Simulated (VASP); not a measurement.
The system is GaP.

```
Ga P
1.0
     0.00000    2.72540    2.72540
     2.72540    0.00000    2.72540
     2.72540    2.72540    0.00000
Ga P
1 1
Direct
  0.00000 0.00000 0.00000
  0.25000 0.25000 0.25000
```

Base run:

```yaml
Program: VASP 6.6.1
Functional: r2SCAN
Potentials_or_basis: VASP PAW PBE potentials, release 64 (Ga_d, P)
Cutoff: 520 eV
k_mesh: 6 × 6 × 6, shifted
Occupations: gaussian, width 0.01 eV
Spin: no spin polarisation
```

Its results: band gap on the k mesh 2.16 eV, indirect (least direct gap 2.90 eV); pressure 0.0 GPa.

Task: The run is repeated on the same cell with these changes: k mesh from 6 × 6 × 6, shifted to 6 × 6 × 6. What comes out?

Result: Band gap on the k mesh 1.91 eV, indirect (least direct gap 2.34 eV); pressure 0.0 GPa.

Caveats: the PAW data sets were made with another functional, which shifts forces and pressure a little.

A k mesh can miss the band edges.
